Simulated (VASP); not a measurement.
# Cl (Fd-3m) in VASP: notebook

The runs below take Cl through single point, relaxation of cell and atoms, with PBE.

All numbers are computed with VASP 6.6.1; they aren't measurements. Logs are shortened: lines on timing, memory, paths and dates and some standing lists are left out, and cuts for length are marked.

**1. The cell of the first run**

It takes space group Fd-3m (No. 227, cubic). Conventional cell: a = 6.443 Å, b = 6.443 Å, c = 6.443 Å, α = 90.00°, β = 90.00°, γ = 90.00°. Cl (site symmetry -43m) has 4 Cl at 2.79 Å within 3.7 Å.

**2. Single point, PBE**

File INCAR:

```
SYSTEM = Cl
ALGO     = Normal         ! electronic algorithm
EDIFF    = 1E-6           ! SCF threshold, eV
ENCUT    = 500            ! plane-wave cutoff, eV
GGA      = PE             ! functional
GGA_COMPAT= .FALSE.      
ISIF     = 2              ! what is computed and relaxed
ISMEAR   = -1             ! smearing method
LASPH    = .TRUE.         ! aspherical terms in the spheres
LCHARG   = .FALSE.        ! write CHGCAR
LREAL    = .FALSE.        ! projectors in reciprocal space
LWAVE    = .FALSE.        ! write WAVECAR
NBANDS   = 14             ! bands
NELM     = 120            ! most SCF steps
PREC     = Accurate       ! precision mode
SIGMA    = 0.01           ! smearing width, eV
```

File KPOINTS:

```
k-points
0
G
  5 5 5
  0 0 0
```

File POSCAR:

```
Cl
1.0
    0.0000000000      3.2213578008      3.2213578008
    3.2213578008      0.0000000000      3.2213578008
    3.2213578008      3.2213578008      0.0000000000
Cl
2
Direct
    1.0000000000      1.0000000000      1.0000000000
    0.2500000000      0.2500000000      0.2500000000
```

Potentials or basis: VASP PAW PBE potentials, release 64 (Cl).

Launch:

```console
$ cat potpaw_PBE.64/Cl/POTCAR > POTCAR
$ mpirun -np 1 vasp_std > vasp.out
```

OUTCAR:

```text
SYSTEM = Cl
   EDIFF = 1E-6
   ENCUT = 500
   GGA = PE
   ISIF = 2
   ISMEAR = -1
   LASPH = .TRUE.
   LREAL = .FALSE.
   NELM = 120
   PREC = Accurate

 ion  position               nearest neighbor table
   1  0.000  0.000  0.000-
   2  0.250  0.250  0.250-

  LATTYP: Found a face centered cubic cell.
 ALAT       =     6.4427156016

  Lattice vectors:

 A1 = (   0.0000000000,   3.2213578008,   3.2213578008)
 A2 = (   3.2213578008,   0.0000000000,   3.2213578008)
 A3 = (   3.2213578008,   3.2213578008,   0.0000000000)

Analysis of symmetry for initial positions (statically):
=====================================================================
 Subroutine PRICEL returns:
 Original cell was already a primitive cell.

 Routine SETGRP: Setting up the symmetry group for a
 face centered cubic supercell.

 Subroutine GETGRP returns: Found 48 space group operations
 (whereof 24 operations were pure point group operations)
 out of a pool of 48 trial point group operations.

The static configuration has the point symmetry T_d .
 The point group associated with its full space group is O_h .

Analysis of symmetry for dynamics (positions and initial velocities):
=====================================================================
 Subroutine PRICEL returns:
 Original cell was already a primitive cell.

 Routine SETGRP: Setting up the symmetry group for a
 face centered cubic supercell.

 Subroutine GETGRP returns: Found 48 space group operations
 (whereof 24 operations were pure point group operations)
 out of a pool of 48 trial point group operations.

The dynamic configuration has the point symmetry T_d .
 The point group associated with its full space group is O_h .

 Subroutine INISYM returns: Found 48 space group operations
 (whereof 24 operations are pure point group operations),
 and found     1 'primitive' translations

----------------------------------------------------------------------------------------

                                     Primitive cell

  volume of cell :      66.8570

  direct lattice vectors                    reciprocal lattice vectors
     0.000000000  3.221357801  3.221357801    -0.155214053  0.155214053  0.155214053
     3.221357801  0.000000000  3.221357801     0.155214053 -0.155214053  0.155214053
     3.221357801  3.221357801  0.000000000     0.155214053  0.155214053 -0.155214053

  length of vectors
     4.555687891  4.555687891  4.555687891     0.268838626  0.268838626  0.268838626

  position of ions in fractional coordinates (direct lattice)
     0.000000000  0.000000000  0.000000000
     0.250000000  0.250000000  0.250000000

[... 72 lines left out ...]
   NELECT =      14.0000    total number of electrons
   NUPDOWN=      -1.0000    fix difference up-down
   EMIN   =  10.00;   EMAX   =-10.00  energy-range for DOS
   EFERMI =   0.00;   METHOD = LEGACY
   ISMEAR =    -1;   SIGMA  =   0.01  broadening in eV -4-tet -1-fermi 0-gaus
   EFERMI_NEDOS =   21; number of points for ismear=-14 and -15
   IALGO  =     38    algorithm
   IMIX   =      4    mixing-type and parameters
     AMIX     =   0.40;   BMIX     =  1.00
     AMIX_MAG =   1.60;   BMIX_MAG =  1.00
  volume/ion in A,a.u.               =      33.43       225.59
  Fermi-wavevector in a.u.,A,eV,Ry     =   0.972154  1.837105 12.858649  0.945084
  Thomas-Fermi vector in A             =   2.102430
   LORBIT       =      0    0 simple, 1 ext, 2 COOP (PROOUT), +10 PAW based schemes
   GGA     = PE    functional components
   LHFCALC =     F    Hartree Fock is set to
   AEXX    =    0.0000 exact exchange contribution
   IVDW    =     0    specifies the selected vdW correction
   LEPSILON=     F    determine dielectric tensor
   LRPA    =     F    only Hartree local field effects (RPA)
 non-spin polarized calculation
  energy-cutoff  :      500.00
  volume of cell :       66.86
 maximum number of plane-waves:      1714
 NGX is ok and might be reduce to    36
   NGX = 17   NGY = 17   NGZ = 17

 number of electron      13.9999997 magnetization

 Free energy of the ion-electron system (eV)
  ---------------------------------------------------
  ext. energy  EPLUGINS =         0.00000000
  ---------------------------------------------------
  free energy    TOTEN  =        -1.97883778 eV

  energy without entropy =       -1.97651346  energy(sigma->0) =       -1.97767562

 E-fermi :  -1.2364     XC(G=0):  -7.0973

 val. band max:       -1.3286353938   @ k =   0.4000   0.2000   0.0000
 cond. band min:      -1.2274966893   @ k =   0.4000   0.2000   0.0000
 fundamental gap:      0.1011387044
 Fermi energy:        -1.2363646887

 k-point     1 :       0.0000    0.0000    0.0000
  band No.  band energies     occupation
      1     -16.3572      2.00000
      2     -13.9224      2.00000
      3      -3.9545      2.00000
      4      -3.9545      2.00000
      5      -3.9545      2.00000
      6      -2.0910      2.00000
      7      -2.0910      2.00000
      8      -2.0910      2.00000
      9       5.1979      0.00000
     10       9.3440      0.00000
     11       9.3440      0.00000
     12      10.8942      0.00000
     13      10.8942      0.00000
     14      10.8942      0.00000
[... 139 lines left out ...]
      1     -15.5425      2.00000
      2     -14.9501      2.00000
      3      -4.9226      2.00000
      4      -4.7031      2.00000
      5      -3.2410      2.00000
      6      -2.4978      2.00000
      7      -1.1289      0.00004
      8      -1.0080      0.00000
      9       7.0094      0.00000
     10       7.2490      0.00000
     11       9.9305      0.00000
     12      10.8461      0.00000
     13      11.5969      0.00000
     14      12.2882      0.00000

------------------------ aborting loop because EDIFF is reached ----------------------------------------

  FORCE on cell =-STRESS in cart. coord.  units (eV):
  Direction    XX          YY          ZZ          XY          YZ          ZX
  --------------------------------------------------------------------------------------
  -------------------------------------------------------------------------------------
  Total       -0.0242402     -0.0242402     -0.0242402      0.0000000      0.0000000     -0.0000000
  in kB       -0.5808975     -0.5808975     -0.5808975      0.0000000      0.0000000     -0.0000000
  external PRESSURE =      -0.5808975 kB  Pullay stress =       0.0000000 kB

 VOLUME and BASIS-vectors are now :
 -----------------------------------------------------------------------------
  energy-cutoff  :      500.00
  volume of cell :       66.86
      direct lattice vectors                 reciprocal lattice vectors
     0.000000000  3.221357801  3.221357801    -0.155214053  0.155214053  0.155214053
     3.221357801  0.000000000  3.221357801     0.155214053 -0.155214053  0.155214053
     3.221357801  3.221357801  0.000000000     0.155214053  0.155214053 -0.155214053

 POSITION                                       TOTAL-FORCE (eV/Angst)
 -----------------------------------------------------------------------------------
      0.00000      0.00000      0.00000        -0.000000      0.000000     -0.000000
      1.61068      1.61068      1.61068         0.000000     -0.000000      0.000000
 -----------------------------------------------------------------------------------
    total drift:                                0.000000      0.000000      0.000000

  FREE ENERGIE OF THE ION-ELECTRON SYSTEM (eV)
  ---------------------------------------------------
  free  energy   TOTEN  =        -1.9788377796 eV

  energy  without entropy=       -1.9765134622  energy(sigma->0) =       -1.97767562
```

OSZICAR:

```text
N       E                     dE             d eps       ncg     rms          rms(c)
DAV:   1     0.738478180713E+02    0.73848E+02   -0.56469E+03   280   0.787E+02
DAV:   2     0.283708990259E+01   -0.71011E+02   -0.67083E+02   436   0.146E+02
DAV:   3    -0.192464230856E+01   -0.47617E+01   -0.46342E+01   364   0.406E+01
DAV:   4    -0.197627105640E+01   -0.51629E-01   -0.51601E-01   376   0.548E+00
DAV:   5    -0.197735286278E+01   -0.10818E-02   -0.10818E-02   376   0.776E-01    0.600E+00
DAV:   6    -0.197812078732E+01   -0.76792E-03   -0.88358E-04   376   0.228E-01    0.364E+00
DAV:   7    -0.197883406310E+01   -0.71328E-03   -0.91555E-04   364   0.248E-01    0.546E-02
DAV:   8    -0.197883293087E+01    0.11322E-05   -0.55647E-05   364   0.452E-02    0.143E-02
DAV:   9    -0.197883709688E+01   -0.41660E-05   -0.33462E-06   364   0.131E-02    0.461E-03
DAV:  10    -0.197883777957E+01   -0.68269E-06   -0.10144E-06   286   0.976E-03
   1 F= -.19788378E+01 E0= -.19776756E+01  d E =-.232432E-02
```

stdout:

```text
POSCAR found type information on POSCAR Cl
 POSCAR found :  1 types and       2 ions
 scaLAPACK will be used
 LDA part: xc-table for (Slater+PW92), standard interpolation
 POSCAR, INCAR and KPOINTS ok, starting setup
 FFT: planning ... GRIDC
 FFT: planning ... GRID_SOFT
 FFT: planning ... GRID
 WAVECAR not read
 entering main loop
```

It took 20 s on 1 thread of AMD EPYC 7R43 (Zen 3), shared host; peak memory 0.15 GiB.

What came out:

* Free energy: -1.9788 eV
* Pressure: -0.1 GPa
* Band gap on the k mesh: zero (bands 7 and 8 overlap by 1.09 eV)

**3. Relaxation of cell and atoms, PBE**

This run uses another cell than the first one, of 29.08 Å³/atom.

File INCAR:

```
SYSTEM = Cl
PREC = Accurate
ENCUT = 500
EDIFF = 1E-7
ISMEAR = -1
SIGMA = 0.01
LREAL = .False.
LASPH = .True.
NELM = 120
ALGO = Normal
ISIF = 3
LWAVE = .False.
LCHARG = .False.
GGA = PE
IBRION = 2
NSW = 60
EDIFFG = -0.02
GGA_COMPAT = .False.
NELMIN = 4
```

File KPOINTS:

```
regular mesh
0
Gamma
  5 5 5
  0 0 0
```

File POSCAR:

```
Cl
1.0
    0.0000000000      3.0750000000      3.0750000000
    3.0750000000      0.0000000000      3.0750000000
    3.0750000000      3.0750000000      0.0000000000
Cl
2
Direct
    1.0000000000      1.0000000000      1.0000000000
    0.2500000000      0.2500000000      0.2500000000
```

Potentials or basis: VASP PAW PBE potentials, release 64 (Cl).

Launch:

```console
$ cat potpaw_PBE.64/Cl/POTCAR > POTCAR
$ mpirun -np 1 vasp_std > vasp.out
```

Run time: 35 s. Hardware: 1 thread of AMD EPYC 7R43 (Zen 3), shared host; peak memory 0.13 GiB.

Results (log left out):

* Free energy: -1.9746 eV
* Relaxed volume: 33.31 Å³/atom
* Relaxed cell: a = 4.550 Å, b = 4.550 Å, c = 4.550 Å, α = 60.00°, β = 60.00°, γ = 60.00°
* Space group after relaxing (to 0.1 Å): Fd-3m (No. 227)
* Energy gained by relaxing: 41.3 meV/atom
* Ionic steps: 4
* Pressure after relaxing: 0.0 GPa
* Band gap on the k mesh: zero (bands 7 and 8 overlap by 1.10 eV)

The path:
| step | energy change (eV) | largest force (eV/Å) | pressure (GPa) | volume (Å³) |
| --- | --- | --- | --- | --- |
| 1 | 0.0000 | 0.0000 | 3.59 | 58.15 |
| 2 | -0.0752 | 0.0000 | 0.90 | 63.80 |
| 3 | -0.0824 | 0.0000 | -0.14 | 67.08 |
| 4 | -0.0827 | 0.0000 | -0.01 | 66.61 |

Final structure:
```
CELL_PARAMETERS angstrom
0.00000 3.21745 3.21745
3.21745 0.00000 3.21745
3.21745 3.21745 0.00000
ATOMIC_POSITIONS crystal
Cl 0.00000 0.00000 0.00000
Cl 0.25000 0.25000 0.25000
```

Levels at points of the mesh, in eV from the Fermi level:
```csv
k point,band 4,band 5,band 6,band 7,band 8,band 9,band 10,band 11
"(0.00, 0.00, 0.00)",-2.73,-2.73,-0.86,-0.86,-0.86,6.43,10.57,10.57
```
